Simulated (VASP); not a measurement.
## BeCd2O3: single point with PBEsol

The system is BeCd2O3.

```
CELL_PARAMETERS angstrom
-1.45788 2.33936 4.72746
1.45788 -2.33936 4.72746
1.45788 2.33936 -4.72746
ATOMIC_POSITIONS crystal
Be 0.00000 0.00000 0.00000
Cd 0.67283 0.67283 0.00000
Cd 0.32717 0.32717 0.00000
O 0.50000 0.00000 0.50000
O 0.12838 0.62838 0.50000
O 0.87162 0.37162 0.50000
```

- Program: VASP 6.6.1
- Task: single point
- Functional: PBEsol
- Potentials or basis: VASP PAW PBE potentials, release 64 (Be, Cd, O)
- Cutoff: 520 eV
- k mesh: 8 × 8 × 8
- Occupations: fermi-dirac, width 0.03 eV
- Spin: no spin polarisation

```yaml
Pressure: 1.8 GPa
Largest_force: 0.098 eV/Å
Band_gap_on_the_k_mesh: 0.18 eV (least direct gap 0.45 eV)
```

Forces on the atoms (eV/Å):
```
Be   0.000  0.000  0.000
Cd   0.000  0.000  0.098
Cd   0.000  0.000 -0.098
O    0.000  0.000  0.000
O    0.000  0.000 -0.057
O    0.000  0.000  0.057
```

Stress tensor (GPa, compression positive):
```
1.95 0.00 0.00
0.00 1.26 0.00
0.00 0.00 2.21
```

Levels at points of the mesh, in eV from the valence-band top:
```csv
k point,band 18,band 19,band 20,band 21,band 22,band 23,band 24,band 25,band 26,band 27
"(0.00, 0.00, 0.00)",-2.03,-1.36,-1.35,-0.91,-0.26,0.18,6.41,6.85,7.84,8.18
"(0.50, 0.00, 0.00)",-2.05,-1.50,-1.33,-0.33,-0.09,2.97,3.65,5.97,8.04,8.43
"(0.00, 0.50, 0.00)",-2.72,-2.21,-1.93,-1.07,-1.07,3.99,5.19,6.77,8.34,8.85
"(0.50, 0.50, 0.00)",-2.95,-1.62,-1.37,-0.47,-0.01,3.82,6.01,6.12,6.54,7.60
"(0.50, 0.50, 0.50)",-2.47,-1.94,-1.09,-0.93,-0.01,3.13,3.37,6.03,6.99,9.41
```

Run time: 9.3 min on 1 thread of Intel Xeon 8259CL (shared host), peak memory 0.36 GiB.

Caveat: semilocal functionals underestimate gaps, and a narrow one can read as zero; the PAW data sets were made with another functional, which shifts forces and pressure a little. A k mesh can miss the band edges.
